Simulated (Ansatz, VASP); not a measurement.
# HCl in VASP and in Ansatz

POSCAR

```
HCl
1.0
    1.7585560000      3.0459050000      0.0000000000
   -1.7585560000      3.0459050000      0.0000000000
    0.0000000000      0.0000000000      5.6448320000
H Cl
2 2
Direct
    0.6667000000      0.6666000000      0.3810000000
    0.3334000000      0.3333000000      0.8810000000
    0.6667000000      0.6666000000      0.0000000000
    0.3334000000      0.3333000000      0.5000000000
```

INCAR.step1

```
SYSTEM = HCl
ALGO = Normal
EDIFF = 1E-4
ENCUT = 520
GGA = PE
ISMEAR = -1
LASPH = .TRUE.
LCHARG = .FALSE.
LREAL = .FALSE.
LWAVE = .TRUE.
NBANDS = 16
NELM = 100
PREC = Accurate
SIGMA = 0.1
```

INCAR.step2

```
SYSTEM = HCl
ALGO = Normal
EDIFF = 1E-7
ENCUT = 520
ISIF = 2
ISMEAR = -1
ISTART = 1
LASPH = .TRUE.
LCHARG = .FALSE.
LMIXTAU = .TRUE.
LREAL = .FALSE.
LWAVE = .FALSE.
METAGGA = R2SCAN
NBANDS = 16
NELM = 100
PREC = Accurate
SIGMA = 0.1
```

File KPOINTS:

```
k-points
0
G
  8 8 5
  0 0 0
```

Input for Ansatz:

```yaml
crystal:
  lattice:
    - [1.758556, 3.045905, 0.0]
    - [-1.758556, 3.045905, 0.0]
    - [0.0, 0.0, 5.644832]
  atoms:
    - { symbol: H, position: [0.6667, 0.6666, 0.381] }
    - { symbol: H, position: [0.3334, 0.3333, 0.881] }
    - { symbol: Cl, position: [0.6667, 0.6666, 0.0] }
    - { symbol: Cl, position: [0.3334, 0.3333, 0.5] }
  symmetry: { tolerance: 0.0003 }
kpoints:
  mp_grid: { grid: [8, 8, 5], shift: [0, 0, 0] }
  band_path:
    path:
      - [0.0, 0.0, 0.0]
      - [0.49999993, -2.7e-07, 0.0]
      - [0.66666639, 0.33333292, 0.0]
      - [0.0, 0.0, 0.0]
      - [0.0, 0.0, 0.5]
      - [0.49999993, -2.7e-07, 0.5]
      - [0.66666639, 0.33333292, 0.5]
      - [0.0, 0.0, 0.5]
      - [0.49999993, -2.7e-07, 0.5]
      - [0.49999993, -2.7e-07, 0.0]
      - [0.66666639, 0.33333292, 0.5]
    npoints: 6
magnetization:
  spin_polarized: false
scf:
  occupations: { method: fermi_dirac }
  lower_state_search: "off"
  max_iter: 200
hamiltonian:
  pseudopotentials: { kind: paw }
  xc: r2scan
basis:
  ecutwfc: 500
  fft_grid_basis: typed
output:
  forces: true
  stress: true
  eigenvalues: true
  bader: true
  populations: true
  elf: true
  write_potential: true
  volumetric_format: npy
  dos:
    e_range: [-12, 8]
    de: 0.05
    projected: { site_lists: { Cl: [Cl], H: [H] } }
checkpoint:
  read: saved_state
```

Alike in both runs: task single point; functional r2SCAN; k mesh 8 × 8 × 5; no spin polarisation.

```csv
,VASP,Ansatz
version,VASP 6.6.1,Ansatz 0.2.0
potentials or method,"VASP PAW PBE potentials, release 64 (H, Cl), cutoff 520 eV",PAW plane waves
occupations,"fermi-dirac, width 0.1 eV",fermi-dirac
valence electrons in the cell,16,16
```

Ansatz gave:

| Property | Result |
| --- | --- |
| pressure (GPa) | -9.4 |
| traceless stress, the component that is largest in VASP (GPa) | 1.59 |
| rms of the force components (eV/Å) | 0.026 |

Question: Which values does VASP return?

Answer: Pressure (GPa): -9.5; traceless stress, the component that is largest in VASP (GPa): 1.59; rms of the force components (eV/Å): 0.026.

VASP's potentials were made for PBE, not for r2SCAN. Atom by atom the forces differ by 0.001 eV/Å (rms over components). Ansatz's warnings: structure snapped to symmetry.
